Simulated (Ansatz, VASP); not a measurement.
## MgO: VASP beside Ansatz

Contents of INCAR:

```
SYSTEM = MgO
ALGO     = Normal         ! electronic algorithm
EDIFF    = 1E-7           ! SCF threshold, eV
ENCUT    = 520            ! plane-wave cutoff, eV
GGA      = PE             ! functional
ISIF     = 2              ! what is computed and relaxed
ISMEAR   = 0              ! smearing method
LASPH    = .TRUE.         ! aspherical terms in the spheres
LCHARG   = .FALSE.        ! write CHGCAR
LREAL    = .FALSE.        ! projectors in reciprocal space
LWAVE    = .FALSE.        ! write WAVECAR
NBANDS   = 16             ! bands
NELM     = 80             ! most SCF steps
PREC     = Accurate       ! precision mode
SIGMA    = 0.05           ! smearing width, eV
```

Contents of KPOINTS:

```
k-points
0
G
  9 9 6
  0 0 0
```

File POSCAR:

```
MgO
1.0
    3.5589204441      0.0000000000      0.0000000000
   -1.7794602221      3.0821155146      0.0000000000
    0.0000000000      0.0000000000      4.2166089422
Mg O
2 2
Direct
    0.6666666667      0.3333333333      0.7500000000
    0.3333333333      0.6666666667      0.2500000000
    0.6666666667      0.3333333333      0.2500000000
    0.3333333333      0.6666666667      0.7500000000
```

Input for Ansatz:

```yaml
crystal:
  lattice:
    - [3.5589204441, 0.0, 0.0]
    - [-1.7794602221, 3.0821155146, 0.0]
    - [0.0, 0.0, 4.2166089422]
  atoms:
    - { symbol: Mg, position: [0.6666666667, 0.3333333333, 0.75] }
    - { symbol: Mg, position: [0.3333333333, 0.6666666667, 0.25] }
    - { symbol: O, position: [0.6666666667, 0.3333333333, 0.25] }
    - { symbol: O, position: [0.3333333333, 0.6666666667, 0.75] }
basis:
  ecutwfc: 520.0
kpoints:
  mp_grid: { grid: [9, 9, 6] }
hamiltonian:
  xc: pbe
  pseudopotentials: { kind: paw, azcp: { folder: soft_1 } }
scf:
  occupations: { method: gaussian, width: 0.05 }
output:
  forces: true
  stress: true
  eigenvalues: true
```

Alike in both runs: task single point; functional PBE; k mesh 9 × 9 × 6; occupations gaussian, width 0.05 eV; no spin polarisation.

```csv
,VASP,Ansatz
version,VASP 6.6.1,Ansatz 0.2.0
potentials or method,"VASP PAW PBE potentials, release 64 (Mg, O), cutoff 520 eV","scalar-relativistic, plane waves, PAW"
valence electrons in the cell,16,32
```

|  | VASP | Ansatz | Ansatz less VASP |
| --- | --- | --- | --- |
| gap on the k mesh at the Fermi level (eV) | 3.20 | 3.22 | +0.020 |
| least direct gap on the mesh (eV) | 3.20 | 3.22 | +0.020 |
| pressure (GPa) | -2.4 | -1.8 | +0.58 |
| traceless stress, the component that is largest in VASP (GPa) | 1.36 | 1.46 | +0.098 |

VASP's potentials hold 16 valence electrons a cell and Ansatz's 32, so a difference there can come from the potentials and not from the codes.
